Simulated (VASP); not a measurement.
# Pb (I4/mmm) in VASP: further runs, part 2 of 2

VASP 6.6.1.

## Step 4: Single point, LDA (strain -0.080 along x and y, +0.040 along z)

Input file INCAR:

```
ALGO = Normal
EDIFF = 1E-6
ENCUT = 520
ISIF = 2
ISMEAR = 0
LASPH = T
LCHARG = F
LREAL = F
LWAVE = F
NBANDS = 13
NELM = 100
PREC = Accurate
SIGMA = 0.15
```

Input file KPOINTS:

```
k-points
0
Gamma
  16 16 16
```

Input file POSCAR:

```
Pb
1.0
    0.0000000000      2.2722160000      2.5685920000
    2.2722160000      0.0000000000      2.5685920000
    2.2722160000      2.2722160000      0.0000000000
Pb
1
Direct
    0.0000000000      0.0000000000      0.0000000000
```

Potentials or basis: VASP PAW LDA potentials, release 64 (Pb_d).

Started as:

```
$ cat potpaw_LDA.64/Pb_d/POTCAR > POTCAR
$ mpirun -np 1 vasp_std > vasp.out
```

OUTCAR:

```text
EDIFF = 1E-6
   ENCUT = 520
   ISIF = 2
   ISMEAR = 0
   LASPH = T
   LREAL = F
   NELM = 100
   PREC = Accurate

 ion  position               nearest neighbor table
   1  0.000  0.000  0.000-

  LATTYP: Found a body centered tetragonal cell.
 ALAT       =     3.2133986838
 C/A-ratio  =     1.5986762009

  Lattice vectors:

 A1 = (  -2.2722160000,   0.0000000000,   2.5685920000)
 A2 = (   2.2722160000,   0.0000000000,   2.5685920000)
 A3 = (   0.0000000000,   2.2722160000,  -2.5685920000)

Analysis of symmetry for initial positions (statically):
=====================================================================
 Subroutine PRICEL returns:
 Original cell was already a primitive cell.

 Routine SETGRP: Setting up the symmetry group for a
 body centered tetragonal supercell.

 Subroutine GETGRP returns: Found 16 space group operations
 (whereof 16 operations were pure point group operations)
 out of a pool of 16 trial point group operations.

The static configuration has the point symmetry D_4h.

Analysis of symmetry for dynamics (positions and initial velocities):
=====================================================================
[... 161 lines left out ...]
 fundamental gap:      0.0017706473
 Fermi energy:         8.7224854053

 k-point     1 :       0.0000    0.0000    0.0000
  band No.  band energies     occupation
      1      -8.6942      2.00000
      2      -8.4450      2.00000
      3      -8.4450      2.00000
      4      -8.4307      2.00000
      5      -8.2196      2.00000
      6      -4.1408      2.00000
      7      17.0282      0.00000
      8      17.0282      0.00000
      9      17.1716      0.00000
     10      18.6481      0.00000
     11      20.8390      0.00000
     12      21.9112      0.00000
     13      22.3054      0.00000
[... 354 lines left out ...]
  band No.  band energies     occupation
      1      -8.6515      2.00000
      2      -8.4633      2.00000
      3      -8.4291      2.00000
      4      -8.4095      2.00000
      5      -8.2405      2.00000
      6      -3.8915      2.00000
      7      14.8602      0.00000
      8      15.8925      0.00000
      9      17.2720      0.00000
     10      18.6184      0.00000
     11      21.0818      0.00000
     12      22.0557      0.00000
     13      22.4372      0.00000

 [... further k-points ...]
[... 5 lines left out ...]
  --------------------------------------------------------------------------------------
  -------------------------------------------------------------------------------------
  Total        1.2073045      1.2073045      0.7045940      0.0000000     -0.0000000      0.0000000
  in kB       72.9294694     72.9294694     42.5623060      0.0000000     -0.0000000      0.0000000
  external PRESSURE =      62.8070816 kB  Pullay stress =       0.0000000 kB

 VOLUME and BASIS-vectors are now :
 -----------------------------------------------------------------------------
  energy-cutoff  :      520.00
  volume of cell :       26.52
      direct lattice vectors                 reciprocal lattice vectors
     0.000000000  2.272216000  2.568592000    -0.220049502  0.220049502  0.194659175
     2.272216000  0.000000000  2.568592000     0.220049502 -0.220049502  0.194659175
     2.272216000  2.272216000  0.000000000     0.220049502  0.220049502 -0.194659175

 POSITION                                       TOTAL-FORCE (eV/Angst)
 -----------------------------------------------------------------------------------
      0.00000      0.00000      0.00000         0.000000     -0.000000      0.000000
 -----------------------------------------------------------------------------------
    total drift:                                0.000000     -0.000000     -0.000000

  FREE ENERGIE OF THE ION-ELECTRON SYSTEM (eV)
  ---------------------------------------------------
  free  energy   TOTEN  =        -4.1922988131 eV

  energy  without entropy=       -4.1863660401  energy(sigma->0) =       -4.18933243
```

OSZICAR:

```text
N       E                     dE             d eps       ncg     rms          rms(c)
DAV:   1     0.106225687387E+03    0.10623E+03   -0.72095E+03  9226   0.131E+03
DAV:   2     0.721073687387E+00   -0.10550E+03   -0.10202E+03  9534   0.316E+02
DAV:   3    -0.410391828391E+01   -0.48250E+01   -0.48053E+01 11203   0.731E+01
DAV:   4    -0.420937498440E+01   -0.10546E+00   -0.10543E+00 11126   0.111E+01
DAV:   5    -0.421381179073E+01   -0.44368E-02   -0.44367E-02 12535   0.217E+00    0.724E-01
DAV:   6    -0.419756781132E+01    0.16244E-01   -0.17672E-02 11773   0.253E+00    0.341E-01
DAV:   7    -0.419270951880E+01    0.48583E-02   -0.72973E-03 11873   0.149E+00    0.854E-02
DAV:   8    -0.419230039533E+01    0.40912E-03   -0.45692E-04 13741   0.361E-01    0.800E-03
DAV:   9    -0.419229874694E+01    0.16484E-05   -0.96459E-06 12030   0.560E-02    0.411E-03
DAV:  10    -0.419229881312E+01   -0.66178E-07   -0.36594E-07  7627   0.982E-03
   1 F= -.41922988E+01 E0= -.41893324E+01  d E =-.593277E-02
```

stdout:

```text
POSCAR found type information on POSCAR Pb
 POSCAR found :  1 types and       1 ions
 scaLAPACK will be used
 LDA part: xc-table for (Slater(with rela. corr.)+CA(PZ))
 , standard interpolation
 POSCAR, INCAR and KPOINTS ok, starting setup
 FFT: planning ... GRIDC
 FFT: planning ... GRID_SOFT
 FFT: planning ... GRID
 WAVECAR not read
 entering main loop
```

Wall time 75 s (1 thread of Intel Xeon 6975P-C, shared host); peak memory 0.22 GiB.

Results:

```yaml
Free_energy: -4.1923 eV
Pressure: 6.3 GPa
Band_gap_on_the_k_mesh: zero (band 7 reaches 17.03 eV, above the bottom of band 8 at 6.34 eV)
```

Stress tensor (GPa, compression positive):
```
7.29 0.00 0.00
0.00 7.29 0.00
0.00 0.00 4.26
```

Levels at points of the mesh, in eV from the Fermi level:
| k point | band 4 | band 5 | band 6 | band 7 | band 8 | band 9 | band 10 | band 11 |
| --- | --- | --- | --- | --- | --- | --- | --- | --- |
| (0.00, 0.00, 0.00) | -17.15 | -16.94 | -12.86 | 8.31 | 8.31 | 8.45 | 9.93 | 12.12 |
| (0.50, 0.00, 0.00) | -16.88 | -16.80 | -8.35 | -4.99 | 4.73 | 7.44 | 9.37 | 9.76 |
| (0.50, 0.50, 0.00) | -16.81 | -16.81 | -7.79 | -4.59 | 3.21 | 3.21 | 7.02 | 8.15 |
| (0.50, 0.00, 0.50) | -16.86 | -16.69 | -6.03 | -3.54 | 1.17 | 2.04 | 5.38 | 6.73 |

Caveat: the cell differs from its parent crystal (strain -0.080 along x and y, +0.040 along z); spin-orbit coupling is left out, which moves the levels of the heavy elements.

## Step 5: Summary

```csv
cell,gap on the mesh (eV),pressure (GPa)
"a = 3.356, b = 3.356, c = 3.213 Å, angles 61.4, 61.4, 57.2°, 1 atom",none,9.6
"a = 3.284, b = 3.284, c = 3.353 Å, angles 59.3, 59.3, 61.4°, 1 atom",none,9.3
"a = 3.429, b = 3.429, c = 3.213 Å, angles 62.1, 62.1, 55.9°, 1 atom",none,6.3
```

Alike in all rows: task single point; level LDA; potentials or basis VASP PAW LDA potentials, release 64 (Pb_d); no spin polarisation; k mesh 16 × 16 × 16; cutoff (eV) 520; smearing gaussian 0.15 eV.

Caveats: spin-orbit coupling is left out, which moves the levels of the heavy elements.

Absolute energies hang on the potentials; compare differences alone.
